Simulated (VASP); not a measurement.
# TiSe2 (P-3m1) in VASP: relaxation of volume and atoms at fixed shape with PBE

Aim: the relaxation of volume and atoms at fixed shape of TiSe2 with PBE.

The COD entry that gives the cell may itself be a prediction, so a difference from it is no test against experiment.

All numbers are computed with VASP 6.6.1; they aren't measurements. Logs are shortened: lines on timing, memory, paths and dates and some standing lists are left out, and cuts for length are marked.

## 1. The cell of the first run

It takes space group P-3m1 (No. 164, trigonal). Conventional cell: a = 3.536 Å, b = 3.536 Å, c = 6.004 Å, α = 90.00°, β = 90.00°, γ = 120.00°. Within 3.4 Å of Ti (site symmetry -3m) lie 6 Se at 2.55 Å. Within 3.4 Å of Se (site symmetry 3m) lie 3 Ti at 2.55 Å.

## 2. Relaxation of volume and atoms at fixed shape, PBE

The input, INCAR:

```
PREC = Accurate
ENCUT = 500
EDIFF = 1E-7
ISMEAR = 0
SIGMA = 0.05
LREAL = F
LASPH = T
NELM = 120
ALGO = Normal
ISIF = 8
LWAVE = F
LCHARG = F
GGA = PE
IBRION = 2
NSW = 50
EDIFFG = -0.01
GGA_COMPAT = F
NELMIN = 4
```

The input, KPOINTS:

```
regular mesh
0
Gamma
  15 15 8
```

The input, POSCAR:

```
TiSe2
1.0
    3.5360000000      0.0000000000      0.0000000000
   -1.7680000000      3.0622660000      0.0000000000
    0.0000000000      0.0000000000      6.0040000000
Ti Se
1 2
Direct
    0.0000000000      0.0000000000      0.0000000000
    0.3333333333      0.6666666667      0.2552000000
    0.6666666667      0.3333333333      0.7448000000
```

Potentials or basis: VASP PAW PBE potentials, release 64 (Ti_sv, Se).

Started as:

```sh
$ cat potpaw_PBE.64/Ti_sv/POTCAR potpaw_PBE.64/Se/POTCAR > POTCAR
$ mpirun -np 1 vasp_std > vasp.out
```

OUTCAR:

```text
PREC = Accurate
   ENCUT = 500
   EDIFF = 1E-7
   ISMEAR = 0
   LREAL = F
   LASPH = T
   NELM = 120
   ISIF = 8
   GGA = PE
   IBRION = 2
   NSW = 50
   EDIFFG = -0.01
   NELMIN = 4

 ion  position               nearest neighbor table
   1  0.000  0.000  0.000-   2 2.55   3 2.55   3 2.55   2 2.55   3 2.55   2 2.55
   2  0.333  0.667  0.255-   1 2.55   1 2.55   1 2.55
   3  0.667  0.333  0.745-   1 2.55   1 2.55   1 2.55

  LATTYP: Found a hexagonal cell.
 ALAT       =     3.5360000000
 C/A-ratio  =     1.6979638009

  Lattice vectors:

 A1 = (   3.5360000000,   0.0000000000,   0.0000000000)
 A2 = (  -1.7680000000,   3.0622660000,   0.0000000000)
 A3 = (   0.0000000000,   0.0000000000,   6.0040000000)

Analysis of symmetry for initial positions (statically):
=====================================================================
 Subroutine PRICEL returns:
 Original cell was already a primitive cell.

 Routine SETGRP: Setting up the symmetry group for a
 hexagonal supercell.

 Subroutine GETGRP returns: Found 12 space group operations
 (whereof 12 operations were pure point group operations)
 out of a pool of 24 trial point group operations.

The static configuration has the point symmetry D_3d.

Analysis of symmetry for dynamics (positions and initial velocities):
=====================================================================
 Subroutine PRICEL returns:
 Original cell was already a primitive cell.

 Routine SETGRP: Setting up the symmetry group for a
 hexagonal supercell.

 Subroutine GETGRP returns: Found 12 space group operations
 (whereof 12 operations were pure point group operations)
 out of a pool of 24 trial point group operations.

The dynamic configuration has the point symmetry D_3d.

 Subroutine INISYM returns: Found 12 space group operations
 (whereof 12 operations are pure point group operations),
 and found     1 'primitive' translations

----------------------------------------------------------------------------------------

                                     Primitive cell

  volume of cell :      65.0123

  direct lattice vectors                    reciprocal lattice vectors
     3.536000000  0.000000000  0.000000000     0.282805430  0.163277782  0.000000000
[... 90 lines left out ...]
   EDIFFG = -.1E-01   stopping-criterion for IOM
   NSW    =     50    number of steps for IOM
   IBRION =      2    ionic relax: 0-MD 1-quasi-New 2-CG
   NFREE  =      1    steps in history (QN), initial steepest desc. (CG)
   ISIF   =      8    stress and relaxation
   ISYM   =      2    0-nonsym 1-usesym 2-fastsym
   POTIM  = 0.5000    time-step for ionic-motion
   TEBEG  =    0.0;   TEEND  =   0.0 temperature during run
   PSTRESS=    0.0 pullay stress
   NELECT =      24.0000    total number of electrons
   NUPDOWN=      -1.0000    fix difference up-down
   EMIN   =  10.00;   EMAX   =-10.00  energy-range for DOS
   EFERMI =   0.00;   METHOD = LEGACY
   ISMEAR =     0;   SIGMA  =   0.05  broadening in eV -4-tet -1-fermi 0-gaus
   EFERMI_NEDOS =   21; number of points for ismear=-14 and -15
   IALGO  =     38    algorithm
   IMIX   =      4    mixing-type and parameters
     AMIX     =   0.40;   BMIX     =  1.00
     AMIX_MAG =   1.60;   BMIX_MAG =  1.00
  volume/ion in A,a.u.               =      21.67       146.24
  Fermi-wavevector in a.u.,A,eV,Ry     =   1.174393  2.219280 18.765127  1.379198
  Thomas-Fermi vector in A             =   2.310790
   LORBIT       =      0    0 simple, 1 ext, 2 COOP (PROOUT), +10 PAW based schemes
   GGA     = PE    functional components
   LHFCALC =     F    Hartree Fock is set to
   AEXX    =    0.0000 exact exchange contribution
   IVDW    =     0    specifies the selected vdW correction
   LEPSILON=     F    determine dielectric tensor
   LRPA    =     F    only Hartree local field effects (RPA)
 conjugate gradient relaxation of ions
 non-spin polarized calculation
 Gauss-broadening in eV      SIGMA  =   0.05
  energy-cutoff  :      500.00
  volume of cell :       65.01
 maximum number of plane-waves:      1672
 NGX is ok and might be reduce to    28
   NGX = 13   NGY = 13   NGZ = 21

--------------------------------------- Ionic step        1  -------------------------------------------

 number of electron      24.0000001 magnetization

 Free energy of the ion-electron system (eV)
  ---------------------------------------------------
  ext. energy  EPLUGINS =         0.00000000
  ---------------------------------------------------
  free energy    TOTEN  =       -18.17423855 eV

  energy without entropy =      -18.17322569  energy(sigma->0) =      -18.17373212

------------------------ aborting loop because EDIFF is reached ----------------------------------------

  FORCE on cell =-STRESS in cart. coord.  units (eV):
  Direction    XX          YY          ZZ          XY          YZ          ZX
  --------------------------------------------------------------------------------------
  -------------------------------------------------------------------------------------
  Total        0.4981513      0.4981514      0.9695328      0.0000000      0.0000000      0.0000000
  in kB       12.2765410     12.2765424     23.8933614      0.0000000      0.0000000      0.0000000
  external PRESSURE =      16.1488150 kB  Pullay stress =       0.0000000 kB
[... 172 lines left out ...]
--------------------------------------- Ionic step        6  -------------------------------------------

 number of electron      23.9999996 magnetization

 Free energy of the ion-electron system (eV)
  ---------------------------------------------------
  ext. energy  EPLUGINS =         0.00000000
  ---------------------------------------------------
  free energy    TOTEN  =       -18.18301704 eV

  energy without entropy =      -18.18215332  energy(sigma->0) =      -18.18258518

 E-fermi :   4.4750     XC(G=0):  -9.8239

 val. band max:        4.4682020055   @ k =   0.0000   0.4000   0.2500
 cond. band min:       4.4770036680   @ k =   0.0000   0.4667   0.2500
 fundamental gap:      0.0088016625
 Fermi energy:         4.4750395444

 k-point     1 :       0.0000    0.0000    0.0000
  band No.  band energies     occupation
      1     -53.2388      2.00000
      2     -29.4569      2.00000
      3     -29.4491      2.00000
      4     -29.4491      2.00000
      5      -9.3423      2.00000
      6      -7.9922      2.00000
[... 433 lines left out ...]
      3     -29.4836      2.00000
      4     -29.4391      2.00000
      5      -7.7739      2.00000
      6      -7.7184      2.00000
[... 8 lines left out ...]
     15       6.0084      0.00000
     16       7.0521      0.00000

 [... further k-points ...]
[... 5 lines left out ...]
  --------------------------------------------------------------------------------------
  -------------------------------------------------------------------------------------
  Total       -0.2375556     -0.2375557      0.4974075      0.0000000      0.0000000      0.0000000
  in kB       -5.6640604     -5.6640611     11.8597320      0.0000000      0.0000000      0.0000000
  external PRESSURE =       0.1772035 kB  Pullay stress =       0.0000000 kB
[... 18 lines left out ...]
  FREE ENERGIE OF THE ION-ELECTRON SYSTEM (eV)
  ---------------------------------------------------
  free  energy   TOTEN  =       -18.1830170425 eV

  energy  without entropy=      -18.1821533215  energy(sigma->0) =      -18.18258518

 reached required accuracy - stopping structural energy minimisation
```

OSZICAR:

```text
N       E                     dE             d eps       ncg     rms          rms(c)
DAV:   1     0.195014438377E+03    0.19501E+03   -0.11426E+04  6144   0.143E+03
DAV:   2    -0.523278178478E+00   -0.19554E+03   -0.19373E+03  6600   0.359E+02
DAV:   3    -0.206783113140E+02   -0.20155E+02   -0.19597E+02  9728   0.103E+02
[... 66 lines left out ...]
DAV:   4    -0.181829601787E+02    0.31305E-03   -0.23443E-03  6520   0.416E-01    0.405E-02
DAV:   5    -0.181829947259E+02   -0.34547E-04   -0.19434E-04  8032   0.954E-02    0.257E-02
DAV:   6    -0.181830116457E+02   -0.16920E-04   -0.46532E-05 10160   0.317E-02    0.154E-02
DAV:   7    -0.181830170711E+02   -0.54254E-05   -0.96538E-06  6912   0.238E-02    0.464E-03
DAV:   8    -0.181830170923E+02   -0.21184E-07   -0.49143E-06  9232   0.102E-02    0.207E-03
DAV:   9    -0.181830170425E+02    0.49808E-07   -0.11440E-07  4464   0.271E-03
   6 F= -.18183017E+02 E0= -.18182585E+02  d E =-.299449E-02
```

CONTCAR:

```text
TiSe2
   1.00000000000000
     3.5751668489795185    0.0000000000000000    0.0000000000000000
    -1.7875834244897593    3.0961854881100437    0.0000000000000000
     0.0000000000000000    0.0000000000000000    6.0705038917627334
  Ti              Se
     1     2
Direct
     1.0000000000000000    0.0000000000000000    1.0000000000000000
     0.3333333332999970    0.6666666667000030    0.2513953579664808
     0.6666666667000030    0.3333333332999970    0.7486046420335191

  0.00000000E+00  0.00000000E+00  0.00000000E+00
  0.00000000E+00  0.00000000E+00  0.00000000E+00
  0.00000000E+00  0.00000000E+00  0.00000000E+00
```

Wall time 6.3 min (1 thread of AMD EPYC 9R45 (Zen 5), shared host); peak memory 0.31 GiB.

What came out:

```yaml
Free_energy: -18.1830 eV
Relaxed_volume: 22.40 Å³/atom
Relaxed_cell: a = 3.575 Å, b = 3.575 Å, c = 6.071 Å, α = 90.00°, β = 90.00°, γ = 120.00°
Space_group_after_relaxing_to_0.05_Å: P-3m1 (No. 164)
Energy_gained_by_relaxing: 2.9 meV/atom
Ionic_steps: 6
Pressure_after_relaxing: 0.0 GPa
Band_gap_on_the_k_mesh: zero (band 12 reaches 4.86 eV, above the bottom of band 13 at 4.36 eV)
```

Forces on the atoms (eV/Å):
```
Ti   0.000  0.000  0.000
Se   0.000  0.000  0.003
Se   0.000  0.000 -0.003
```

The path:
| step | energy change (eV) | largest force (eV/Å) | pressure (GPa) | volume (Å³) |
| --- | --- | --- | --- | --- |
| 1 | 0.0000 | 0.0852 | 1.61 | 65.01 |
| 2 | -0.0020 | 0.2642 | -1.11 | 67.09 |
| 3 | -0.0058 | 0.1108 | 0.07 | 66.14 |
| 4 | -0.0068 | 0.0897 | 0.06 | 66.34 |
| 5 | -0.0086 | 0.0270 | 0.04 | 66.92 |
| 6 | -0.0088 | 0.0028 | 0.02 | 67.20 |

Final structure:
```
Ti Se
1.0
     3.57517    0.00000    0.00000
    -1.78758    3.09619    0.00000
     0.00000    0.00000    6.07050
Ti Se
1 2
Direct
  0.00000 0.00000 0.00000
  0.33333 0.66667 0.25140
  0.66667 0.33333 0.74860
```

Levels at points of the mesh, in eV from the Fermi level:
```
           k point  band 9  band 10  band 11  band 12  band 13  band 14  band 15  band 16
(0.00, 0.00, 0.00)   -2.35     0.12     0.38     0.38     0.40     0.40     0.65     3.24
(0.00, 0.00, 0.50)   -2.30    -2.30     0.19     0.19     0.39     0.39     1.16     3.52
```

Caveat: this functional lacks dispersion, which binds the layers, so the pressure and a relaxed spacing across them are unreliable.
